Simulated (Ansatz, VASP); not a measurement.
CdSe in VASP and in Ansatz

Contents of POSCAR:

```
CdSe
1.0
    0.0000000000      2.8429458735      2.8429458735
    2.8429458735      0.0000000000      2.8429458735
    2.8429458735      2.8429458735      0.0000000000
Cd Se
1 1
Direct
    0.0000000000      0.0000000000      0.0000000000
    0.5000000000      0.5000000000      0.5000000000
```

The input INCAR.step1:

```
SYSTEM = CdSe
  PREC = Accurate
  ENCUT = 520
  EDIFF = 1E-5
  ISMEAR = -1
  SIGMA = 0.02
  LREAL = .FALSE.
  LASPH = .TRUE.
  NELM = 100
  ALGO = Normal
  ISIF = 2
  LWAVE = .TRUE.
  NBANDS = 16
  GGA = PE
```

Contents of INCAR.step2:

```
SYSTEM = CdSe
  PREC = Accurate
  ENCUT = 520
  EDIFF = 1E-7
  ISMEAR = -1
  SIGMA = 0.02
  LREAL = .FALSE.
  LASPH = .TRUE.
  NELM = 100
  ALGO = Normal
  ISIF = 2
  LWAVE = .FALSE.
  LCHARG = .TRUE.
  GGA = PE
  LHFCALC = .TRUE.
  AEXX = 0.75
  PRECFOCK = Normal
  LELF = .TRUE.
  LVHAR = .TRUE.
  NBANDS = 16
  ISTART = 1
```

KPOINTS

```
Automatic mesh
0
G
  4 4 4
  0 0 0
```

Input for Ansatz:

```yaml
crystal:
  lattice:
    - [0.0, 2.8429458735, 2.8429458735]
    - [2.8429458735, 0.0, 2.8429458735]
    - [2.8429458735, 2.8429458735, 0.0]
  atoms:
    - { symbol: Cd, position: [0.0, 0.0, 0.0] }
    - { symbol: Se, position: [0.5, 0.5, 0.5] }
kpoints:
  mp_grid: { grid: [4, 4, 4] }
hamiltonian:
  xc: { exchange: pbe, correlation: pbe, exx: { coeff: 0.75 } }
scf:
  occupations: { method: fermi_dirac, width: 0.02 }
  n_extra_bands: 4
output:
  forces: true
  stress: true
  eigenvalues: true
```

Alike in both runs: task single point; functional PBE-based global hybrid with a share of 0.75 of exact exchange; k mesh 4 × 4 × 4; occupations fermi-dirac, width 0.02 eV; no spin polarisation.

|  | VASP | Ansatz |
| --- | --- | --- |
| version | VASP 6.6.1 | Ansatz 0.2.0 |
| potentials or method | VASP PAW PBE potentials, release 64 (Cd, Se) | plane waves |
| plane-wave cutoff (eV) | 520 | 420 |
| valence electrons in the cell | 18 | 36 |

```tsv
	VASP	Ansatz	Ansatz less VASP
gap on the k mesh at the Fermi level (eV)	4.73	4.60	-0.129
pressure (GPa)	-2.9	-2.4	+0.49
```

VASP's potentials were made for PBE, not for PBE-based global hybrid. The functional is the same, so the differences come from potentials, cutoffs and numerics. VASP's potentials hold 18 valence electrons a cell and Ansatz's 36, so a difference there can come from the potentials and not from the codes. Ansatz's warnings: stress exchange threshold loose, stress scf threshold loose.

The k mesh is coarse, so the values compare programs but aren't converged.
